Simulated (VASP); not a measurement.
Here is a VASP 6.6.1 calculation.

Contents of INCAR:

```
PREC     = Accurate       # precision mode
ENCUT    = 520            # plane-wave cutoff, eV
EDIFF    = 1E-6           # SCF threshold, eV
ISMEAR   = -1             # smearing method
SIGMA    = 0.08           # smearing width, eV
LREAL    = F              # projectors in reciprocal space
LASPH    = T              # aspherical terms in the spheres
NELM     = 60             # most SCF steps
ALGO     = Normal         # electronic algorithm
ISIF     = 2              # what is computed and relaxed
LWAVE    = F              # write WAVECAR
LCHARG   = F              # write CHGCAR
NBANDS   = 16             # bands
```

Contents of KPOINTS:

```
Automatic mesh
0
Gamma
  7 7 7
```

POSCAR

```
Cs
1.0
    0.0000000000      4.7190193854      4.7190193854
    4.7190193854      0.0000000000      4.7190193854
    4.7190193854      4.7190193854      0.0000000000
Cs
2
Direct
   -0.1250000000     -0.1250000000     -0.1250000000
    0.1250000000      0.1250000000      0.1250000000
```

Potentials or basis: VASP PAW LDA potentials, release 64 (Cs_sv).

The run is started by

```bash
$ cat potpaw_LDA.64/Cs_sv/POTCAR > POTCAR
$ mpirun -np 1 vasp_std > vasp.out
```

Problem. Estimate the pressure.

Solution. 0.4 GPa.

Problem. Estimate the band gap on the k mesh.

Solution. Zero (bands 9 and 10 overlap by 0.02 eV).

Caveat: spin-orbit coupling is left out, which moves the levels of the heavy elements.
